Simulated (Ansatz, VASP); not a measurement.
**N: VASP beside Ansatz**

File POSCAR:

```
N
1.0
    2.5194737886      0.0000000000      0.0000000000
   -1.2597368943      2.1819283051      0.0000000000
    0.0000000000      0.0000000000      2.4460020000
N
2
Direct
    0.3333333333      0.6666666667      0.7500000000
    0.6666666667      0.3333333333      0.2500000000
```

INCAR.step1

```
ALGO = Normal ; EDIFF = 1E-5
ENCUT = 520 ; GGA = PE
ISIF = 2 ; ISMEAR = -1
LASPH = True ; LREAL = False
LWAVE = True ; NBANDS = 12
NELM = 80 ; PREC = Accurate
SIGMA = 0.05
```

File INCAR.step2:

```
ALGO = Normal ; EDIFF = 1E-6
ENCUT = 520 ; GGA = PE
HFSCREEN = 0.2079 ; ISIF = 2
ISMEAR = -1 ; ISTART = 1
LASPH = True ; LCHARG = True
LELF = True ; LHFCALC = True
LREAL = False ; LVHAR = True
LWAVE = False ; NBANDS = 12
NELM = 80 ; PREC = Accurate
PRECFOCK = Normal ; SIGMA = 0.05
```

KPOINTS

```
k-points
0
Gamma
  7 7 6
```

File input.yaml:

```yaml
crystal:
  lattice:
    - [2.5194737886, 0.0, 0.0]
    - [-1.2597368943, 2.1819283051, 0.0]
    - [0.0, 0.0, 2.446002]
  atoms:
    - { symbol: "N", position: [0.3333333333, 0.6666666667, 0.75] }
    - { symbol: "N", position: [0.6666666667, 0.3333333333, 0.25] }
hamiltonian:
  xc: hse06
  pseudopotentials: { kind: paw }
kpoints:
  mp_grid: { grid: [7, 7, 6] }
scf:
  occupations: { method: fermi_dirac, width: 0.05 }
  n_extra_bands: 6
output:
  forces: true
  stress: true
  eigenvalues: true
  dos: { projected: true, de: 0.05 }
  write_density: true
  write_potential: true
  elf: true
  volumetric_format: npy
```

Alike in both runs: functional HSE06; k mesh 7 × 7 × 6; occupations fermi-dirac, width 0.05 eV; no spin polarisation.

|  | VASP | Ansatz |
| --- | --- | --- |
| version | VASP 6.6.1 | Ansatz 0.2.0 |
| potentials or method | VASP PAW PBE potentials, release 64 (N) | Ansatz PAW |
| plane-wave cutoff (eV) | 520 | 420 |
| valence electrons in the cell | 10 | 10 |
| task | single point | projected density of states |

VASP gave:

* gap on the k mesh at the Fermi level (eV): none
* pressure (GPa): -1.7
* traceless stress, the component that is largest in VASP (GPa): -9.83

Q: What did Ansatz give for the same quantities?

A: gap on the k mesh at the Fermi level (eV): none; pressure (GPa): -1.7; traceless stress, the component that is largest in VASP (GPa): -9.95.

A gap of «none» marks a metal or a gap that the smearing closes.

The k mesh is coarse, so the values compare programs but aren't converged.
